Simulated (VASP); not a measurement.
# CaScBe2 (P6_3/mmc) in VASP: further runs

CaScBe2 is run at these levels: PBE; tasks: single point, relaxation of cell and atoms.

All numbers are computed with VASP 6.6.1; they aren't measurements. Logs are shortened: lines on timing, memory, paths and dates and some standing lists are left out, and cuts for length are marked.

### Step 1. The cell of the first run

Symmetry: P6_3/mmc, No. 194, hexagonal system. Conventional cell: a = 3.515 Å, b = 3.515 Å, c = 15.650 Å, α = 90.00°, β = 90.00°, γ = 120.00°. Ca (site symmetry -6m2) has 6 Be at 2.94 Å and 6 Ca at 3.52 Å within 3.9 Å. Sc (site symmetry -3m) has 6 Be at 2.70 Å and 6 Sc at 3.52 Å within 3.6 Å. Be (site symmetry 3m) has 3 Sc at 2.70 Å and 3 Ca at 2.94 Å and 6 Be at 3.52 Å within 3.6 Å.

### Step 2. Single point, PBE

Input file INCAR:

```
ALGO = Normal
EDIFF = 1E-6
ENCUT = 520
GGA = PE
ISIF = 2
ISMEAR = 0
LASPH = True
LCHARG = True
LELF = True
LREAL = False
LVHAR = True
LWAVE = False
NBANDS = 35
NELM = 60
PREC = Accurate
SIGMA = 0.1
```

Input file KPOINTS:

```
k-points
0
Gamma
  6 6 2
```

Input file POSCAR:

```
CaScBe2
1.0
    3.5150902164      0.0000000000      0.0000000000
   -1.7575451082      3.0441574240      0.0000000000
    0.0000000000      0.0000000000     15.6495757254
Ca Sc Be
2 2 4
Direct
    0.3333333333      0.6666666667      0.7500000000
    0.6666666667      0.3333333333      0.2500000000
    0.0000000000      0.0000000000      0.5000000000
    0.0000000000      0.0000000000      0.0000000000
    0.3333333333      0.6666666667      0.3858352195
    0.6666666667      0.3333333333      0.8858352195
    0.6666666667      0.3333333333      0.6141647805
    0.3333333333      0.6666666667      0.1141647805
```

Potentials or basis: VASP PAW PBE potentials, release 64 (Ca_sv, Sc_sv, Be).

Started as:

```console
cat potpaw_PBE.64/Ca_sv/POTCAR potpaw_PBE.64/Sc_sv/POTCAR potpaw_PBE.64/Be/POTCAR > POTCAR
mpirun -np 1 vasp_std > vasp.out
```

OUTCAR:

```text
EDIFF = 1E-6
   ENCUT = 520
   GGA = PE
   ISIF = 2
   ISMEAR = 0
   LASPH = True
   LREAL = False
   NELM = 60
   PREC = Accurate

 ion  position               nearest neighbor table
   1  0.333  0.667  0.750-
   2  0.667  0.333  0.250-
   3  0.000  0.000  0.500-   5 2.70   7 2.70   7 2.70   5 2.70   7 2.70   5 2.70
   4  0.000  0.000  0.000-   6 2.70   8 2.70   6 2.70   8 2.70   6 2.70   8 2.70
   5  0.333  0.667  0.386-   3 2.70   3 2.70   3 2.70
   6  0.667  0.333  0.886-   4 2.70   4 2.70   4 2.70
   7  0.667  0.333  0.614-   3 2.70   3 2.70   3 2.70
   8  0.333  0.667  0.114-   4 2.70   4 2.70   4 2.70

  LATTYP: Found a hexagonal cell.
 ALAT       =     3.5150902164
 C/A-ratio  =     4.4521121115

  Lattice vectors:

 A1 = (   3.5150902164,   0.0000000000,   0.0000000000)
 A2 = (  -1.7575451082,   3.0441574240,   0.0000000000)
 A3 = (   0.0000000000,   0.0000000000,  15.6495757254)

Analysis of symmetry for initial positions (statically):
=====================================================================
 Subroutine PRICEL returns:
 Original cell was already a primitive cell.

 Routine SETGRP: Setting up the symmetry group for a
 hexagonal supercell.

 Subroutine GETGRP returns: Found 24 space group operations
 (whereof 12 operations were pure point group operations)
 out of a pool of 24 trial point group operations.

The static configuration has the point symmetry D_3d.
 The point group associated with its full space group is D_6h.

Analysis of symmetry for dynamics (positions and initial velocities):
=====================================================================
 Subroutine PRICEL returns:
 Original cell was already a primitive cell.

 Routine SETGRP: Setting up the symmetry group for a
 hexagonal supercell.

 Subroutine GETGRP returns: Found 24 space group operations
 (whereof 12 operations were pure point group operations)
 out of a pool of 24 trial point group operations.

The dynamic configuration has the point symmetry D_3d.
 The point group associated with its full space group is D_6h.

 Subroutine INISYM returns: Found 24 space group operations
 (whereof 12 operations are pure point group operations),
 and found     1 'primitive' translations

[... 98 lines left out ...]
   NSW    =      0    number of steps for IOM
   IBRION =     -1    ionic relax: 0-MD 1-quasi-New 2-CG
   NFREE  =      0    steps in history (QN), initial steepest desc. (CG)
   ISIF   =      2    stress and relaxation
   ISYM   =      2    0-nonsym 1-usesym 2-fastsym
   POTIM  = 0.5000    time-step for ionic-motion
   TEBEG  =    0.0;   TEEND  =   0.0 temperature during run
   PSTRESS=    0.0 pullay stress
   NELECT =      50.0000    total number of electrons
   NUPDOWN=      -1.0000    fix difference up-down
   EMIN   =  10.00;   EMAX   =-10.00  energy-range for DOS
   EFERMI =   0.00;   METHOD = LEGACY
   ISMEAR =     0;   SIGMA  =   0.10  broadening in eV -4-tet -1-fermi 0-gaus
   EFERMI_NEDOS =   21; number of points for ismear=-14 and -15
   IALGO  =     38    algorithm
   IMIX   =      4    mixing-type and parameters
     AMIX     =   0.40;   BMIX     =  1.00
     AMIX_MAG =   1.60;   BMIX_MAG =  1.00
  volume/ion in A,a.u.               =      20.93       141.26
  Fermi-wavevector in a.u.,A,eV,Ry     =   1.094199  2.067735 16.289852  1.197270
  Thomas-Fermi vector in A             =   2.230499
   LORBIT       =      0    0 simple, 1 ext, 2 COOP (PROOUT), +10 PAW based schemes
   GGA     = PE    functional components
   LHFCALC =     F    Hartree Fock is set to
   AEXX    =    0.0000 exact exchange contribution
   IVDW    =     0    specifies the selected vdW correction
   LEPSILON=     F    determine dielectric tensor
   LRPA    =     F    only Hartree local field effects (RPA)
 non-spin polarized calculation
 Gauss-broadening in eV      SIGMA  =   0.10
  energy-cutoff  :      520.00
  volume of cell :      167.46
 maximum number of plane-waves:      4583
 NGX is ok and might be reduce to    28
   NGX = 13   NGY = 13   NGZ = 59

 number of electron      49.9999999 magnetization

 Free energy of the ion-electron system (eV)
  ---------------------------------------------------
  ext. energy  EPLUGINS =         0.00000000
  ---------------------------------------------------
  free energy    TOTEN  =       -26.82958563 eV

  energy without entropy =      -26.78411035  energy(sigma->0) =      -26.80684799

 E-fermi :   2.7554     XC(G=0):  -9.0940

 val. band max:        2.7084351782   @ k =   0.1667   0.1667   0.5000
 cond. band min:       2.7724270460   @ k =   0.3333   0.3333   0.0000
 fundamental gap:      0.0639918678
 Fermi energy:         2.7553765736

 k-point     1 :       0.0000    0.0000    0.0000
  band No.  band energies     occupation
      1     -46.6114      2.00000
      2     -46.6114      2.00000
      3     -37.8448      2.00000
      4     -37.8448      2.00000
      5     -25.2993      2.00000
      6     -25.2993      2.00000
[... 521 lines left out ...]
     34       5.5290      0.00000
     35       5.6369      0.00000

------------------------ aborting loop because EDIFF is reached ----------------------------------------

  FORCE on cell =-STRESS in cart. coord.  units (eV):
  Direction    XX          YY          ZZ          XY          YZ          ZX
  --------------------------------------------------------------------------------------
  -------------------------------------------------------------------------------------
  Total        0.4548049      0.4548049      0.1684362      0.0000000      0.0000000      0.0000000
  in kB        4.3514054      4.3514054      1.6115358      0.0000000      0.0000000      0.0000000
  external PRESSURE =       3.4381155 kB  Pullay stress =       0.0000000 kB

 VOLUME and BASIS-vectors are now :
 -----------------------------------------------------------------------------
  energy-cutoff  :      520.00
  volume of cell :      167.46
      direct lattice vectors                 reciprocal lattice vectors
     3.515090216  0.000000000  0.000000000     0.284487720  0.164249062  0.000000000
    -1.757545108  3.044157424  0.000000000     0.000000000  0.328498123  0.000000000
     0.000000000  0.000000000 15.649575725     0.000000000  0.000000000  0.063899496

 POSITION                                       TOTAL-FORCE (eV/Angst)
 -----------------------------------------------------------------------------------
     -0.00000      2.02944     11.73718        -0.000000      0.000000      0.000000
      1.75755      1.01472      3.91239         0.000000     -0.000000     -0.000000
      0.00000      0.00000      7.82479        -0.000000      0.000000      0.000000
      0.00000      0.00000      0.00000        -0.000000      0.000000      0.000000
     -0.00000      2.02944      6.03816        -0.000000      0.000000     -0.002993
      1.75755      1.01472     13.86295        -0.000000      0.000000     -0.002993
      1.75755      1.01472      9.61142        -0.000000      0.000000      0.002993
     -0.00000      2.02944      1.78663        -0.000000      0.000000      0.002993
 -----------------------------------------------------------------------------------
    total drift:                               -0.000000      0.000000     -0.000000

  FREE ENERGIE OF THE ION-ELECTRON SYSTEM (eV)
  ---------------------------------------------------
  free  energy   TOTEN  =       -26.8295856344 eV

  energy  without entropy=      -26.7841103516  energy(sigma->0) =      -26.80684799
```

stdout:

```text
POSCAR found type information on POSCAR CaScBe
 POSCAR found :  3 types and       8 ions
 scaLAPACK will be used
 LDA part: xc-table for (Slater+PW92), standard interpolation
 POSCAR, INCAR and KPOINTS ok, starting setup
 FFT: planning ... GRIDC
 FFT: planning ... GRID_SOFT
 FFT: planning ... GRID
 WAVECAR not read
 entering main loop
```

It took 3 min on 1 thread of Oxide Virtual Turin-like, shared host; peak memory 0.29 GiB.

What came out:

```
Free energy            : -26.8296 eV
Pressure               : 0.3 GPa
Band gap on the k mesh : zero (bands 25 and 26 overlap by 2.02 eV)
```

Forces in eV/Å, atoms in the order of the input:
```
Ca   0.000  0.000  0.000
Ca   0.000  0.000  0.000
Sc   0.000  0.000  0.000
Sc   0.000  0.000  0.000
Be   0.000  0.000 -0.003
Be   0.000  0.000 -0.003
Be   0.000  0.000  0.003
Be   0.000  0.000  0.003
```

Levels at points of the mesh, in eV from the Fermi level:
| k point | band 22 | band 23 | band 24 | band 25 | band 26 | band 27 | band 28 | band 29 |
| --- | --- | --- | --- | --- | --- | --- | --- | --- |
| (0.00, 0.00, 0.00) | -1.22 | -0.76 | 0.77 | 1.42 | 1.42 | 1.43 | 1.43 | 2.19 |
| (0.50, 0.00, 0.00) | -1.59 | -1.11 | -1.01 | -0.37 | -0.24 | -0.07 | 0.50 | 1.30 |
| (0.00, 0.00, 0.50) | -2.17 | 0.15 | 0.15 | 1.42 | 1.42 | 1.42 | 1.42 | 2.45 |
| (0.50, 0.00, 0.50) | -1.75 | -1.05 | -1.05 | -0.34 | -0.34 | 0.23 | 0.23 | 1.36 |

### Step 3. Relaxation of cell and atoms, PBE

This run uses another cell than the first one, of 14.69 Å³/atom.

Input file INCAR:

```
ALGO = Normal
EDIFF = 1E-7
EDIFFG = -0.04
ENCUT = 600
GGA = PE
IBRION = 2
ISIF = 3
ISMEAR = 0
LASPH = T
LCHARG = F
LREAL = F
LWAVE = F
NELM = 80
NSW = 90
PREC = Accurate
SIGMA = 0.1
```

KPOINTS is that of step 2.

Input file POSCAR:

```
CaScBe2
1.0
    3.1185373424      0.0000000000      0.0000000000
   -1.5592686712      2.7007325611      0.0000000000
    0.0000000000      0.0000000000     13.9570902036
Ca Sc Be
2 2 4
Direct
    0.3333333333      0.6666666667      0.7500000000
    0.6666666667      0.3333333333      0.2500000000
    0.0000000000      0.0000000000      0.5000000000
    0.0000000000      0.0000000000      0.0000000000
    0.3333333333      0.6666666667      0.4140000000
    0.6666666667      0.3333333333      0.9140000000
    0.6666666667      0.3333333333      0.5860000000
    0.3333333333      0.6666666667      0.0860000000
```

Potentials or basis: VASP PAW PBE potentials, release 64 (Ca_sv, Sc_sv, Be).

Started as:

```console
cat potpaw_PBE.64/Ca_sv/POTCAR potpaw_PBE.64/Sc_sv/POTCAR potpaw_PBE.64/Be/POTCAR > POTCAR
mpirun -np 1 vasp_std > vasp.out
```

It took 24 min on 1 thread of Oxide Virtual Turin-like, shared host; peak memory 0.29 GiB.

Results (log left out):

```
Free energy                           : -26.8219 eV
Relaxed volume                        : 21.11 Å³/atom
Relaxed cell                          : a = 3.538 Å, b = 3.538 Å, c = 15.578 Å, α = 90.00°, β = 90.00°, γ = 120.00°
Space group after relaxing (to 0.1 Å) : P6_3/mmc (No. 194)
Energy gained by relaxing             : 932.5 meV/atom
Ionic steps                           : 15
Pressure after relaxing               : 0.0 GPa
Band gap on the k mesh                : zero (bands 25 and 26 overlap by 1.98 eV)
```

Forces in eV/Å, atoms in the order of the input:
```
Ca   0.000  0.000  0.000
Ca   0.000  0.000  0.000
Sc   0.000  0.000  0.000
Sc   0.000  0.000  0.000
Be   0.000  0.000  0.002
Be   0.000  0.000  0.002
Be   0.000  0.000 -0.002
Be   0.000  0.000 -0.002
```

Step by step:
```tsv
step	energy change (eV)	largest force (eV/Å)	pressure (GPa)	volume (Å³)
1	0.0000	3.9459	37.12	117.55
2	-7.0232	0.7019	-2.31	185.15
3	-7.0353	0.8224	-1.26	180.35
4	-7.0358	0.7850	-1.59	181.79
5	-7.1992	0.6172	-1.01	177.80
6	-7.3529	0.1458	1.09	167.78
7	-7.3553	0.1981	0.82	168.80
8	-7.3838	0.0903	-0.04	171.60
9	-7.3890	0.0221	-0.58	173.43
10	-7.4155	0.0169	-0.45	172.32
11	-7.4474	0.1419	-0.12	169.46
12	-7.4580	0.0532	0.13	168.48
13	-7.4593	0.0096	0.25	168.01
14	-7.4591	0.0056	-0.28	169.94
15	-7.4602	0.0022	0.00	168.92
```

Final structure:
```xyz
8
Lattice="3.5385 0.0000 0.0000 -1.7692 3.0644 0.0000 0.0000 0.0000 15.5782" Properties=species:S:1:pos:R:3 pbc="T T T"
Ca    0.0000    2.0429   11.6836
Ca    1.7692    1.0215    3.8945
Sc    0.0000    0.0000    7.7891
Sc    0.0000    0.0000    0.0000
Be    0.0000    2.0429    6.0135
Be    1.7692    1.0215   13.8026
Be    1.7692    1.0215    9.5647
Be    0.0000    2.0429    1.7756
```

Levels at points of the mesh, in eV from the Fermi level:
```csv
k point,band 21,band 22,band 23,band 24,band 25,band 26,band 27,band 28,band 29,band 30
"(0.00, 0.00, 0.00)",-2.97,-1.18,-0.70,0.82,1.38,1.38,1.39,1.39,2.48,2.48
"(0.50, 0.00, 0.00)",-1.93,-1.58,-1.12,-0.99,-0.37,-0.21,-0.07,0.53,1.25,1.39
"(0.00, 0.00, 0.50)",-2.13,-2.13,0.21,0.21,1.38,1.38,1.38,1.38,2.50,2.50
"(0.50, 0.00, 0.50)",-1.75,-1.75,-1.04,-1.04,-0.33,-0.33,0.25,0.25,1.32,1.32
```

Caveat: the k points lie up to 0.34 Å⁻¹ apart in the final cell, too coarse for converged energies and pressures of a metal; the volume moved by over 15 % at a fixed basis, so the end points are rough; the highest band is partly filled, so the run has too few bands.

The gap in the log of VASP goes by the Fermi energy; the results here count the filled bands.